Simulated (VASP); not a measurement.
GaSb, 2 atoms in the cell. The structure is cubic, space group F-43m (No. 216). Conventional cell: a = 6.172 Å, b = 6.172 Å, c = 6.172 Å, α = 90.00°, β = 90.00°, γ = 90.00°. Ga (site symmetry -43m) has 4 Sb at 2.67 Å within 3.5 Å. Within 3.5 Å of Sb (site symmetry -43m) lie 4 Ga at 2.67 Å.  This cell differs from its parent crystal: volume scaled by 1.03.

* Program: VASP 6.6.1
* Task: single point
* Functional: PBEsol
* Potentials or basis: VASP PAW PBE potentials, release 64 (Ga_d, Sb)
* Cutoff: 520 eV
* k mesh: 12 × 12 × 12
* Occupations: gaussian, width 0.1 eV
* Spin: no spin polarisation
* Dipole correction: no
* Further INCAR settings: ALGO = Normal; EDIFF = 1e-06; NBANDS = 16

Potentials or basis: VASP PAW PBE potentials, release 64 (Ga_d, Sb).

Run with:

```console
$ cat potpaw_PBE.64/Ga_d/POTCAR potpaw_PBE.64/Sb/POTCAR > POTCAR
$ mpirun -np 1 vasp_std > vasp.out
```

Hardware: 1 thread of AMD EPYC 7R13, on a shared host.

Question: Estimate the wall time of this run.

Answer: Run time: 100 s on 1 thread of AMD EPYC 7R13, on a shared host, peak memory 0.19 GiB. Counts: scf iterations 12, k points 72.
